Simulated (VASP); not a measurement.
Here is a VASP 6.6.1 calculation.

INCAR

```
SYSTEM = C
PREC = Accurate
ENCUT = 520
EDIFF = 1E-6
ISMEAR = -1
SIGMA = 0.02
LREAL = Auto
LASPH = .TRUE.
NELM = 60
ALGO = Normal
ISIF = 2
LWAVE = .FALSE.
LCHARG = .FALSE.
GGA = PS
NBANDS = 51
```

File KPOINTS:

```
Automatic mesh
0
G
  2 2 1
  0 0 0
```

The input POSCAR:

```
C
1.0
    7.3980000363      0.0000000000      0.0000000000
   -3.6990000181      6.4068559686      0.0000000000
    0.0000000000      0.0000000000     12.0000000000
C
18
Direct
    0.0000000000      0.0000000000      0.0833333333
    0.2222222222      0.1111111111      0.0833333333
    0.0000000000      0.3333333333      0.0833333333
    0.2222222222      0.4444444444      0.0833333333
    0.0000000000      0.6666666667      0.0833333333
    0.2222222222      0.7777777778      0.0833333333
    0.3333333333      0.0000000000      0.0833333333
    0.5555555556      0.1111111111      0.0833333333
    0.3333333333      0.3333333333      0.0833333333
    0.5555555556      0.4444444444      0.0833333333
    0.3333333333      0.6666666667      0.0833333333
    0.5555555556      0.7777777778      0.0833333333
    0.6666666667      0.0000000000      0.0833333333
    0.8888888889      0.1111111111      0.0833333333
    0.6666666667      0.3333333333      0.0833333333
    0.8888888889      0.4444444444      0.0833333333
    0.6666666667      0.6666666667      0.0833333333
    0.8888888889      0.7777777778      0.0833333333
```

Potentials or basis: VASP PAW PBE potentials, release 64 (C).

Command:

```bash
$ cat potpaw_PBE.64/C/POTCAR > POTCAR
$ mpirun -np 1 vasp_std > vasp.out
```

(1) Estimate the band gap on the k mesh.

## Answers

(1) zero (filled and empty bands touch).

Caveat: the k points lie up to 0.49 Å⁻¹ apart; there is no dipole correction, which matters where the two faces differ.
